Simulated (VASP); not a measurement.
Write the native input for VASP 6.6.1 that does the following.

```yaml
Task: single point
Functional: PBE
Dispersion: D3(BJ)
Potentials_or_basis: VASP PAW PBE potentials, release 64 (Se, W_sv)
Cutoff: 520 eV
k_mesh: 9 × 9 × 1
Occupations: gaussian, width 0.05 eV
Spin: no spin polarisation
Dipole_correction: yes
Further_INCAR_settings: ALGO = Normal; EDIFF = 1e-06; NBANDS = 35
```

The structure of WSe2 lies in POSCAR:

```
WSe2
1.0
    3.2854929596      0.0000000000      0.0000000000
   -1.6427464798      2.8453203669      0.0000000000
    0.0000000000      0.0000000000     24.2386467078
Se W
4 2
Direct
    0.3333333333      0.6666666667      0.1856539292
    0.3333333333      0.6666666667      0.3246601780
    0.3333333333      1.0000000000      0.4777215285
    0.3333333333      1.0000000000      0.6167277773
    0.6666666667      0.3333333333      0.2551570536
    0.0000000000      1.3333333333      0.5472246529
```

One way to write it, as run:

INCAR

```
ALGO = Normal ; DIPOL = 0.5 0.5 0.401
EDIFF = 1E-6 ; ENCUT = 520
GGA = PE ; IDIPOL = 3
ISIF = 2 ; ISMEAR = 0
IVDW = 12 ; LASPH = T
LCHARG = F ; LDIPOL = T
LREAL = F ; LWAVE = F
NBANDS = 35 ; NELM = 60
PREC = Accurate ; SIGMA = 0.05
```

KPOINTS

```
k-points
0
Gamma
  9 9 1
```

Potentials or basis: VASP PAW PBE potentials, release 64 (Se, W_sv).

Command:

```sh
$ cat potpaw_PBE.64/Se/POTCAR potpaw_PBE.64/W_sv/POTCAR > POTCAR
$ mpirun -np 1 vasp_std > vasp.out
```

Results of the run:

```yaml
Largest_force: 0.112 eV/Å
Band_gap_on_the_k_mesh: 1.56 eV, indirect (least direct gap 1.66 eV)
Dispersion_energy_per_atom: -0.381 eV
```

Caveat: spin-orbit coupling is left out, which moves the levels of the heavy elements.

It took 14 min on 1 thread of AMD EPYC 7R13 (shared host), peak memory 0.46 GiB.
